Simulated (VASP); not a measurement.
A run of VASP 6.6.1 is set up as follows.

The input POSCAR:

```
Si2Mo
1.0
    3.0576707170      0.0000000000      0.0000000000
    0.0000000000      3.2403579999      0.0000000000
    0.0000000000      0.0000000000      7.8699230784
Si Mo
4 2
Direct
    0.0000000000      0.0000000000      0.3350448865
    0.5000000000      0.5000000000      0.1649551135
    0.5000000000      0.5000000000      0.8350448865
    0.0000000000      0.0000000000      0.6649551135
    0.0000000000      0.0000000000      0.0000000000
    0.5000000000      0.5000000000      0.5000000000
```

The input INCAR.step1:

```
SYSTEM = Si2Mo
PREC = Accurate ; ENCUT = 520
ISMEAR = 0 ; SIGMA = 0.1
LREAL = .FALSE. ; LASPH = .TRUE.
NELM = 80 ; NBANDS = 31
GGA = PE ; ALGO = Normal
EDIFF = 1E-4 ; LWAVE = .TRUE.
LCHARG = .FALSE.
```

The input INCAR.step2:

```
SYSTEM = Si2Mo
PREC = Accurate ; ENCUT = 520
EDIFF = 1E-6 ; ISMEAR = 0
SIGMA = 0.1 ; LREAL = .FALSE.
LASPH = .TRUE. ; NELM = 80
ALGO = Normal ; ISIF = 2
LWAVE = .FALSE. ; LCHARG = .TRUE.
METAGGA = R2SCAN ; LMIXTAU = .TRUE.
LELF = .TRUE. ; LVHAR = .TRUE.
NBANDS = 31 ; ISTART = 1
```

File KPOINTS:

```
Automatic mesh
0
G
  12 12 6
  0 0 0
```

Potentials or basis: VASP PAW PBE potentials, release 64 (Si, Mo_sv).

Launch:

```bash
$ cat potpaw_PBE.64/Si/POTCAR potpaw_PBE.64/Mo_sv/POTCAR > POTCAR
$ cp INCAR.step1 INCAR
$ mpirun -np 1 vasp_std > vasp.out
$ cp INCAR.step2 INCAR
$ mpirun -np 1 vasp_std > vasp.out
```

What does it give for the band gap on the k mesh?

Zero (bands 22 and 23 overlap by 0.86 eV).

Predict the largest force.

0.015 eV/Å.

Estimate the pressure.

6.5 GPa.

Forces on the atoms (eV/Å):
```
Si   0.000  0.000 -0.015
Si   0.000  0.000  0.015
Si   0.000  0.000 -0.015
Si   0.000  0.000  0.015
Mo   0.000  0.000  0.000
Mo   0.000  0.000  0.000
```

Caveat: the cell differs from its parent crystal (uniaxial strain along a: -4.5 %, then relaxed in part); the stress differs along the axes, from 0 to 19 GPa; the PAW data sets were made with another functional, which shifts forces and pressure a little.
